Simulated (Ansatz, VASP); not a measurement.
Two plane-wave programs on NaF

```
CELL_PARAMETERS angstrom
3.20902 0.00000 0.00000
-1.60451 2.77909 0.00000
0.00000 0.00000 5.62276
ATOMIC_POSITIONS crystal
Na 0.00000 0.00000 0.00000
Na 0.00000 0.00000 0.50000
F 0.33333 0.66667 0.25000
F 0.66667 0.33333 0.75000
```

Alike in both runs: task single point; functional r2SCAN; k mesh 9 × 9 × 4; no spin polarisation.

|  | VASP | Ansatz |
| --- | --- | --- |
| version | VASP 6.6.1 | Ansatz 0.2.0 |
| potentials or method | VASP PAW PBE potentials, release 64 (Na_pv, F) | plane waves, PAW |
| plane-wave cutoff (eV) | 520 | 500 |
| occupations | gaussian, width 0.01 eV | fixed |
| valence electrons in the cell | 28 | 32 |

```csv
,VASP,Ansatz,Ansatz less VASP
gap on the k mesh at the Fermi level (eV),7.05,7.01,-0.038
pressure (GPa),-2.2,-1.5,+0.68
"traceless stress, the component that is largest in VASP (GPa)",-0.19,-0.12,+0.066
```

VASP's potentials were made for PBE, not for r2SCAN. VASP's potentials hold 28 valence electrons a cell and Ansatz's 32, so a difference there can come from the potentials and not from the codes.
